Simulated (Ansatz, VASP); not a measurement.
MnS, level by level in two programs

```
Mn S
1.0
     0.00000    2.63877    2.63877
     2.63877    0.00000    2.63877
     2.63877    2.63877    0.00000
Mn S
1 1
Direct
  0.00000 0.00000 0.00000
  0.50000 0.50000 0.50000
```

Single points on this cell with VASP 6.6.1 and Ansatz 0.2.0. Each row is one pair of runs. Alike in all rows: spin: collinear, typed start; k mesh: 9 × 9 × 9; VASP's potentials, cutoff: VASP PAW PBE potentials, release 64 (Mn_pv, S), 520 eV.

```csv
level,smearing,"Ansatz's potentials, cutoff","gap on the k mesh at the Fermi level (eV), VASP","gap on the k mesh at the Fermi level (eV), Ansatz","pressure (GPa), VASP","pressure (GPa), Ansatz","net moment per atom (μB), VASP","net moment per atom (μB), Ansatz"
PBE exchange alone,"fermi-dirac, width 0.05 eV","Ansatz PAW, 420 eV",?,none,?,9.7,?,2.46
PBE+D3(BJ),"fermi-dirac, width 0.05 eV","Ansatz PAW, 420 eV",none,none,-8.3,-8.2,2.40,2.40
revPBE+U (Mn d U = 4.0 eV),tetrahedron,"JTH PAW, 1290 eV",0.99,0.86,2.8,5.3,2.50,2.50
```

Question: Fill in what VASP gave in row 1.

Answer: gap on the k mesh at the Fermi level (eV): none; pressure (GPa): 9.6; net moment per atom (μB): 2.46.

VASP's potentials hold 19 valence electrons a cell and Ansatz's 21, so a difference there can come from the potentials and not from the codes.

A gap of «none» marks a metal or a gap that the smearing closes.

Noted on Ansatz's runs: the magnetic or orbital state may not be the lowest; odd divisions of the mesh miss points on the zone boundary, where band edges often lie, so the gap on the mesh can be too wide.

A gap of «none» marks a metal or a gap under the smearing width.
